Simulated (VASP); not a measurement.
# Si8Ni8O (a cell with a defect) in VASP: further runs

Si8Ni8O (a cell with a defect) is run at these levels: PBE, LDA; tasks: single point.

Program: VASP 6.6.1. These are calculated values, not measurements. Logs are shortened: lines on timing, memory, paths and dates and some standing lists are left out, and cuts for length are marked.

### Step 1. The cell of the first run

The cell holds a defect, 17 atoms: a = 6.549 Å, b = 7.599 Å, c = 6.160 Å, α = 55.66°, β = 73.38°, γ = 50.96°.

### Step 2. Single point, PBE

INCAR reads:

```
SYSTEM = Si8Ni8O
ALGO = Normal
EDIFF = 1E-6
ENCUT = 520
GGA = PE
GGA_COMPAT = .False.
ISIF = 2
ISMEAR = 1
LASPH = .True.
LCHARG = .False.
LREAL = .False.
LWAVE = .False.
NBANDS = 73
NELM = 120
PREC = Accurate
SIGMA = 0.1
```

KPOINTS reads:

```
k-points
0
Gamma
  4 4 4
  0 0 0
```

POSCAR reads:

```
Si8Ni8O
1.0
    0.0000000000      3.3970617500      5.5985038700
    5.1384089300      0.0000000000      5.5985038700
    5.1384089300      3.3970617500      0.0000000000
Si Ni O
8 8 1
Direct
    0.2095440662      0.3402471051      0.4687918516
    0.7533970063      0.8352025922      0.9838955231
    0.2914299045      0.1553133787      0.0418163192
    0.7471899254      0.6608012420      0.5251613941
    0.1391697263      0.7741174873      0.5709045018
    0.6882338842      0.2328843502      0.0672869715
    0.3608482833      0.7221657042      0.9386762249
    0.8121294921      0.2624843940      0.4406357837
    0.2145632974      0.4865241879      0.0262966163
    0.6932021578      0.9885517926      0.5292012913
    0.2864616857      0.0092785761      0.4834474865
    0.8063946019      0.5078806350      0.9796500586
    0.0295874800      0.7744101781      0.2396066258
    0.4235521879      0.3530704779      0.6531485815
    0.4708138242      0.7213289617      0.2701020570
    1.0767000800      0.1426517609      0.8585608849
    0.7521938449      0.2462836287      0.7530054645
```

Potentials or basis: VASP PAW PBE potentials, release 64 (Si, Ni, O).

Command:

```console
> cat potpaw_PBE.64/Si/POTCAR potpaw_PBE.64/Ni/POTCAR potpaw_PBE.64/O/POTCAR > POTCAR
> mpirun -np 1 vasp_std > vasp.out
```

OUTCAR:

```text
SYSTEM = Si8Ni8O
   EDIFF = 1E-6
   ENCUT = 520
   GGA = PE
   ISIF = 2
   ISMEAR = 1
   LASPH = .True.
   LREAL = .False.
   NELM = 120
   PREC = Accurate

 ion  position               nearest neighbor table
   1  0.210  0.340  0.469-  14 2.11  11 2.18  13 2.25  16 2.27   9 2.29  10 2.49   4 2.51   3 3.04
                             8 3.08
   2  0.753  0.835  0.984-  12 2.30  15 2.39  13 2.39  10 2.39   9 2.41   3 2.51  14 2.66   4 2.81
                             5 3.04   6 3.10
   3  0.291  0.155  0.042-  16 2.11   9 2.18  15 2.25  14 2.27  11 2.29  12 2.50   2 2.51   1 3.04
                             6 3.06
   4  0.747  0.661  0.525-  10 2.30  13 2.39  15 2.39  12 2.39  11 2.41   1 2.51  16 2.66   2 2.81
                             7 3.05   8 3.11
   5  0.139  0.774  0.571-  14 2.27  11 2.28  10 2.28   9 2.33  13 2.35  15 2.40   8 2.57   7 2.75
                             2 3.04
   6  0.688  0.233  0.067-  17 1.82  16 2.35  10 2.36  13 2.37   9 2.40  12 2.40   7 2.58   8 2.81
                            14 2.87   3 3.06   2 3.10
   7  0.361  0.722  0.939-  16 2.27   9 2.28  12 2.28  11 2.32  15 2.35  13 2.40   6 2.58   5 2.75
                             4 3.05
   8  0.812  0.262  0.441-  17 1.80  12 2.35  14 2.36  15 2.38  10 2.40  11 2.41   5 2.57   6 2.81
                            16 2.89   1 3.08   4 3.11
   9  0.215  0.487  0.026-   3 2.18   7 2.28   1 2.29   5 2.33   6 2.40   2 2.41  13 2.64  12 2.66
                            14 2.70  11 2.90
  10  0.693  0.989  0.529-   5 2.28   4 2.30   6 2.36   2 2.39   8 2.40   1 2.49  14 2.61  11 2.66
                            13 2.68  12 2.81
  11  0.286  0.009  0.483-   1 2.18   5 2.28   3 2.29   7 2.32   8 2.41   4 2.41  15 2.64  10 2.66
                            16 2.71   9 2.90
  12  0.806  0.508  0.980-   7 2.28   2 2.30   8 2.35   4 2.39   6 2.40   3 2.50  16 2.60   9 2.66
                            15 2.68  10 2.81
  13  0.030  0.774  0.240-   1 2.25   5 2.35   6 2.37   4 2.39   2 2.39   7 2.40  16 2.59   9 2.64
                            10 2.68  15 2.70  14 2.75
  14  0.424  0.353  0.653-  17 1.91   1 2.11   3 2.27   5 2.27   8 2.36  15 2.59  10 2.61   2 2.66
                             9 2.70  13 2.75   6 2.87
  15  0.471  0.721  0.270-   3 2.25   7 2.35   8 2.38   2 2.39   4 2.39   5 2.40  14 2.59  11 2.64
                            12 2.68  13 2.70  16 2.74
  16  0.077  0.143  0.859-  17 1.91   3 2.11   1 2.27   7 2.27   6 2.35  13 2.59  12 2.60   4 2.66
                            11 2.71  15 2.74   8 2.89
  17  0.752  0.246  0.753-   8 1.80   6 1.82  14 1.91  16 1.91

  LATTYP: Found a face centered orthorhombic cell.
 ALAT       =     6.7941235000
 B/A-ratio  =     1.5126039231
 C/A-ratio  =     1.6480430095

  Lattice vectors:

 A1 = (   5.1384089300,   0.0000000000,  -5.5985038700)
 A2 = (   0.0000000000,   3.3970617500,  -5.5985038700)
 A3 = (   5.1384089300,   3.3970617500,   0.0000000000)

Analysis of symmetry for initial positions (statically):
=====================================================================
 Subroutine PRICEL returns:
 Original cell was already a primitive cell.

 Routine SETGRP: Setting up the symmetry group for a
 face centered orthorhombic supercell.

 Subroutine GETGRP returns: Found  1 space group operations
 (whereof  1 operations were pure point group operations)
 out of a pool of  8 trial point group operations.

The static configuration has the point symmetry C_1 .

Analysis of symmetry for dynamics (positions and initial velocities):
=====================================================================
 Subroutine PRICEL returns:
 Original cell was already a primitive cell.

 Routine SETGRP: Setting up the symmetry group for a
 face centered orthorhombic supercell.

 Subroutine GETGRP returns: Found  1 space group operations
 (whereof  1 operations were pure point group operations)
 out of a pool of  8 trial point group operations.

The dynamic configuration has the point symmetry C_1 .

 Subroutine INISYM returns: Found  1 space group operations
 (whereof  1 operations are pure point group operations),
 and found     1 'primitive' translations

----------------------------------------------------------------------------------------

                                     Primitive cell

  volume of cell :     195.4493

  direct lattice vectors                    reciprocal lattice vectors
     0.000000000  3.397061750  5.598503870    -0.097306385  0.147186020  0.089309575
[... 50 lines left out ...]
 Grid dimensions read from file:
 generate k-points for:    4    4    4

 Generating k-lattice:

  Cartesian coordinates                     Fractional coordinates (reciprocal lattice)
    -0.024326596  0.036796505  0.022327394     0.250000000  0.000000000  0.000000000
     0.024326596 -0.036796505  0.022327394     0.000000000  0.250000000  0.000000000
     0.024326596  0.036796505 -0.022327394     0.000000000  0.000000000  0.250000000

  Length of vectors
     0.049439646  0.049439646  0.049439646

  Shift w.r.t. Gamma in fractional coordinates (k-lattice)
     0.000000000  0.000000000  0.000000000

 Subroutine IBZKPT returns following result:
 ===========================================

 Found     36 irreducible k-points:

 Following reciprocal coordinates:
            Coordinates               Weight
  0.000000  0.000000  0.000000      1.000000
  0.250000  0.000000  0.000000      2.000000
  0.000000  0.000000  0.250000      2.000000
 -0.250000 -0.250000 -0.250000      2.000000
  0.000000  0.250000  0.000000      2.000000
  0.500000  0.000000  0.000000      1.000000
[... 16 lines left out ...]
 -0.250000  0.000000  0.250000      2.000000
  0.250000  0.500000  0.250000      2.000000
 [... further k-points ...]
   k-points           NKPTS =     36   k-points in BZ     NKDIM =     36   number of bands    NBANDS=     73
   number of dos      NEDOS =    301   number of ions     NIONS =     17
   total plane-waves  NPLWV = 144000
   dimension x,y,z NGX =    50 NGY =   60 NGZ =   48
   dimension x,y,z NGXF=   100 NGYF=  120 NGZF=   96
   ions per type =               8   8   1
   NGX,Y,Z   is equivalent  to a cutoff of  12.69, 13.13, 12.95 a.u.
   NGXF,Y,Z  is equivalent  to a cutoff of  25.39, 26.25, 25.91 a.u.
 SYSTEM =  Si8Ni8O
   PREC   = accura    normal or accurate (medium, high low for compatibility)
   ISTART =      0    job   : 0-new  1-cont  2-samecut
   ICHARG =      2    charge: 1-file 2-atom 10-const
   ISPIN  =      1    spin polarized calculation?
   LNONCOLLINEAR =      F non collinear calculations
   LSORBIT =      F    spin-orbit coupling
   LASPH  =      T    aspherical Exc in radial PAW
   ENCUT  =  520.0 eV  38.22 Ry    6.18 a.u.  12.18 14.13 11.45*2*pi/ulx,y,z
   NELM   =    120;   NELMIN=  2; NELMDL= -5     # of ELM steps
   EDIFF  = 0.1E-05   stopping-criterion for ELM
   LREAL  =      F    real-space projection
   EDIFFG = 0.1E-04   stopping-criterion for IOM
   NSW    =      0    number of steps for IOM
   IBRION =     -1    ionic relax: 0-MD 1-quasi-New 2-CG
   NFREE  =      0    steps in history (QN), initial steepest desc. (CG)
   ISIF   =      2    stress and relaxation
   ISYM   =      2    0-nonsym 1-usesym 2-fastsym
   POTIM  = 0.5000    time-step for ionic-motion
   TEBEG  =    0.0;   TEEND  =   0.0 temperature during run
   PSTRESS=    0.0 pullay stress
   NELECT =     118.0000    total number of electrons
   NUPDOWN=      -1.0000    fix difference up-down
   EMIN   =  10.00;   EMAX   =-10.00  energy-range for DOS
   EFERMI =   0.00;   METHOD = LEGACY
   ISMEAR =     1;   SIGMA  =   0.10  broadening in eV -4-tet -1-fermi 0-gaus
   EFERMI_NEDOS =   21; number of points for ismear=-14 and -15
   IALGO  =     38    algorithm
   IMIX   =      4    mixing-type and parameters
     AMIX     =   0.40;   BMIX     =  1.00
     AMIX_MAG =   1.60;   BMIX_MAG =  1.00
  volume/ion in A,a.u.               =      11.50        77.59
  Fermi-wavevector in a.u.,A,eV,Ry     =   1.383643  2.614707 26.047928  1.914469
  Thomas-Fermi vector in A             =   2.508222
   LORBIT       =      0    0 simple, 1 ext, 2 COOP (PROOUT), +10 PAW based schemes
   GGA     = PE    functional components
   LHFCALC =     F    Hartree Fock is set to
   AEXX    =    0.0000 exact exchange contribution
   IVDW    =     0    specifies the selected vdW correction
   LEPSILON=     F    determine dielectric tensor
   LRPA    =     F    only Hartree local field effects (RPA)
 non-spin polarized calculation
 Methfessel and Paxton  Order N= 1 SIGMA  =   0.10
  energy-cutoff  :      520.00
  volume of cell :      195.45
 maximum number of plane-waves:      5282
 NGX is ok and might be reduce to    50
   NGX = 25   NGY = 29   NGZ = 23

 number of electron     118.0000002 magnetization

 Free energy of the ion-electron system (eV)
  ---------------------------------------------------
  ext. energy  EPLUGINS =         0.00000000
  ---------------------------------------------------
  free energy    TOTEN  =       -98.66556508 eV

  energy without entropy =      -98.66630370  energy(sigma->0) =      -98.66581129

 E-fermi :  10.6602     XC(G=0): -12.3314

 val. band max:       10.6558579878   @ k =   0.2500   0.5000   0.5000
 cond. band min:      10.6666148812   @ k =   0.5000   0.2500   0.2500
 fundamental gap:      0.0107568934
 Fermi energy:        10.6601739463

 k-point     1 :       0.0000    0.0000    0.0000
  band No.  band energies     occupation
      1     -10.7770      2.00000
      2      -1.9804      2.00000
      3      -0.3481      2.00000
      4       1.0060      2.00000
      5       1.2195      2.00000
      6       1.9304      2.00000
[... 1765 lines left out ...]
     70      14.0477      0.00000
     71      14.4839      0.00000

 [... further k-points ...]

 [bands above 71 left out]

------------------------ aborting loop because EDIFF is reached ----------------------------------------

  FORCE on cell =-STRESS in cart. coord.  units (eV):
  Direction    XX          YY          ZZ          XY          YZ          ZX
  --------------------------------------------------------------------------------------
  -------------------------------------------------------------------------------------
  Total        6.2986362     13.6498838     19.9698668      1.9847361      2.6604564      3.5881513
  in kB       51.6324843    111.8936534    163.7011263     16.2696892     21.8088436     29.4135369
  external PRESSURE =     109.0757547 kB  Pullay stress =       0.0000000 kB

 VOLUME and BASIS-vectors are now :
 -----------------------------------------------------------------------------
  energy-cutoff  :      520.00
  volume of cell :      195.45
      direct lattice vectors                 reciprocal lattice vectors
     0.000000000  3.397061750  5.598503870    -0.097306385  0.147186020  0.089309575
     5.138408930  0.000000000  5.598503870     0.097306385 -0.147186020  0.089309575
     5.138408930  3.397061750  0.000000000     0.097306385  0.147186020 -0.089309575

 POSITION                                       TOTAL-FORCE (eV/Angst)
 -----------------------------------------------------------------------------------
      4.15717      2.30435      3.07801        -0.016809     -0.028722     -0.017230
      9.34727      5.90169      8.89378         0.008471      0.002941      0.002194
      1.01293      1.13206      2.50109         0.011739      0.026825     -0.001207
      6.09396      4.32226      7.88264        -0.012250      0.003608     -0.014179
      6.91127      2.41217      5.11304         0.007655     -0.003317      0.009355
      1.54240      2.56655      5.15688        -0.009662     -0.017797      0.001797
[... 9 lines left out ...]
      5.14464      3.17714      1.22804        -0.018765     -0.005226      0.024527
      5.13476      5.11326      5.58998         0.043485      0.038217      0.004948
 -----------------------------------------------------------------------------------
    total drift:                                0.000176      0.000039      0.000001

  FREE ENERGIE OF THE ION-ELECTRON SYSTEM (eV)
  ---------------------------------------------------
  free  energy   TOTEN  =       -98.6655650840 eV

  energy  without entropy=      -98.6663036971  energy(sigma->0) =      -98.66581129
```

It took 37 min on 1 thread of Intel Xeon 8259CL, shared host; peak memory 0.62 GiB.

What came out:

| Item | Value |
| --- | --- |
| Free energy | -98.6656 eV |
| Pressure | 10.9 GPa |
| Largest force | 0.058 eV/Å |
| Band gap on the k mesh | zero (bands 59 and 60 overlap by 0.40 eV) |

Forces in eV/Å, atoms in the order of the input:
```
Si  -0.017 -0.029 -0.017
Si   0.008  0.003  0.002
Si   0.012  0.027 -0.001
Si  -0.012  0.004 -0.014
Si   0.008 -0.003  0.009
Si  -0.010 -0.018  0.002
Si  -0.005  0.003 -0.002
Si  -0.020  0.010  0.014
Ni   0.015 -0.003  0.002
Ni   0.018 -0.007 -0.007
Ni  -0.009  0.005 -0.007
Ni  -0.010  0.016  0.005
Ni   0.000 -0.002  0.016
Ni   0.000 -0.038 -0.018
Ni  -0.003  0.000 -0.013
Ni  -0.019 -0.005  0.025
O    0.043  0.038  0.005
```

Levels at points of the mesh, in eV from the Fermi level:
| k point | band 57 | band 58 | band 59 | band 60 | band 61 | band 62 |
| --- | --- | --- | --- | --- | --- | --- |
| (0.00, 0.00, 0.00) | -1.06 | -0.46 | -0.35 | 0.46 | 0.75 | 1.52 |
| (0.50, 0.00, 0.00) | -0.85 | -0.55 | -0.23 | -0.08 | 0.48 | 0.72 |
| (0.00, 0.00, 0.50) | -0.78 | -0.51 | -0.32 | 0.04 | 0.29 | 0.80 |
| (0.50, 0.50, 0.50) | -0.79 | -0.72 | -0.46 | -0.07 | 0.33 | 0.72 |
| (0.00, 0.50, 0.00) | -0.85 | -0.50 | -0.33 | -0.11 | 0.57 | 0.76 |
| (0.50, 0.50, 0.00) | -0.81 | -0.37 | -0.23 | 0.08 | 0.21 | 0.34 |
| (0.50, 0.00, 0.50) | -0.63 | -0.60 | -0.41 | 0.53 | 0.90 | 0.99 |
| (0.00, 0.50, 0.50) | -0.76 | -0.41 | 0.29 | 0.39 | 0.56 | 0.95 |

Caveat: the run has no spin polarisation, though such a crystal can be magnetic. Spin polarisation is off, so any magnetic state and its effect on volume and gap are missing.

### Step 3. Single point, LDA

INCAR reads:

```
ALGO = Normal
EDIFF = 1E-6
ENCUT = 520
GGA = CA
GGA_COMPAT = False
ISIF = 2
ISMEAR = 1
LASPH = True
LCHARG = True
LELF = True
LREAL = False
LVHAR = True
LWAVE = False
NBANDS = 73
NELM = 120
PREC = Accurate
SIGMA = 0.1
```

KPOINTS reads:

```
k-points
0
Gamma
  4 4 4
```

POSCAR reads:

```
Si8Ni8O
1.0
    0.0000000000      3.3970617500      5.5985038700
    5.1384089300      0.0000000000      5.5985038700
    5.1384089300      3.3970617500      0.0000000000
Si Ni O
8 8 1
Direct
    0.2095440400      0.3402470400      0.4687918500
    0.7533970200      0.8352025600      0.9838956100
    0.2914298700      0.1553133700      0.0418163500
    0.7471900500      0.6608011800      0.5251614100
    0.1391697900      0.7741174700      0.5709045500
    0.6882339400      0.2328843500      0.0672870300
    0.3608483100      0.7221656700      0.9386763000
    0.8121294800      0.2624843300      0.4406359200
    0.2145632600      0.4865241600      0.0262966500
    0.6932022900      0.9885517100      0.5292012900
    0.2864617100      0.0092785700      0.4834475500
    0.8063946100      0.5078805400      0.9796500900
    0.0295875200      0.7744101200      0.2396065900
    0.4235522900      0.3530704400      0.6531485600
    0.4708138200      0.7213288900      0.2701022100
    1.0767001400      0.1426516900      0.8585609300
    0.7521938000      0.2462836100      0.7530054000
```

Potentials or basis: VASP PAW LDA potentials, release 64 (Si, Ni, O).

Command:

```console
> cat potpaw_LDA.64/Si/POTCAR potpaw_LDA.64/Ni/POTCAR potpaw_LDA.64/O/POTCAR > POTCAR
> mpirun -np 1 vasp_std > vasp.out
```

Wall time 38 min (1 thread of Intel Xeon 8259CL, shared host); peak memory 0.53 GiB.

It converged, with:

```yaml
Free_energy: -114.7974 eV
Pressure: -0.4 GPa
Largest_force: 0.250 eV/Å
Band_gap_on_the_k_mesh: zero (bands 59 and 60 overlap by 0.40 eV)
```

Forces in eV/Å, atoms in the order of the input:
```
Si  -0.074  0.120  0.072
Si  -0.185  0.036 -0.058
Si   0.068 -0.123 -0.090
Si   0.182 -0.031  0.048
Si  -0.193  0.025 -0.036
Si  -0.235  0.005  0.084
Si   0.196 -0.025  0.043
Si   0.209 -0.005 -0.070
Ni  -0.014  0.003  0.026
Ni  -0.041  0.047  0.088
Ni   0.016  0.000 -0.027
Ni   0.050 -0.039 -0.093
Ni  -0.024  0.048 -0.031
Ni  -0.033  0.083  0.111
Ni   0.021 -0.052  0.034
Ni   0.014 -0.124 -0.108
O    0.044  0.033  0.005
```

Stress tensor (GPa, compression positive):
```
-6.12  1.40  2.66
 1.40  0.28  1.87
 2.66  1.87  4.75
```

Levels at points of the mesh, in eV from the Fermi level:
| k point | band 56 | band 57 | band 58 | band 59 | band 60 | band 61 | band 62 | band 63 |
| --- | --- | --- | --- | --- | --- | --- | --- | --- |
| (0.00, 0.00, 0.00) | -1.24 | -1.07 | -0.46 | -0.35 | 0.48 | 0.75 | 1.51 | 2.09 |
| (0.50, 0.00, 0.00) | -1.07 | -0.86 | -0.55 | -0.23 | -0.07 | 0.47 | 0.71 | 1.03 |
| (0.00, 0.00, 0.50) | -0.84 | -0.79 | -0.51 | -0.32 | 0.04 | 0.30 | 0.80 | 1.12 |
| (0.50, 0.50, 0.50) | -1.00 | -0.81 | -0.71 | -0.45 | -0.08 | 0.33 | 0.71 | 1.01 |
| (0.00, 0.50, 0.00) | -0.87 | -0.85 | -0.50 | -0.33 | -0.10 | 0.57 | 0.76 | 1.02 |
| (0.50, 0.50, 0.00) | -1.22 | -0.82 | -0.36 | -0.23 | 0.08 | 0.20 | 0.34 | 1.09 |
| (0.50, 0.00, 0.50) | -0.83 | -0.64 | -0.60 | -0.41 | 0.54 | 0.91 | 1.00 | 1.84 |
| (0.00, 0.50, 0.50) | -1.05 | -0.76 | -0.41 | 0.29 | 0.40 | 0.58 | 0.93 | 1.20 |

Caveat: the run has no spin polarisation, though such a crystal can be magnetic. With open d or f shells a metallic result of LDA can be an artefact of self-interaction; +U or a hybrid may open a gap.
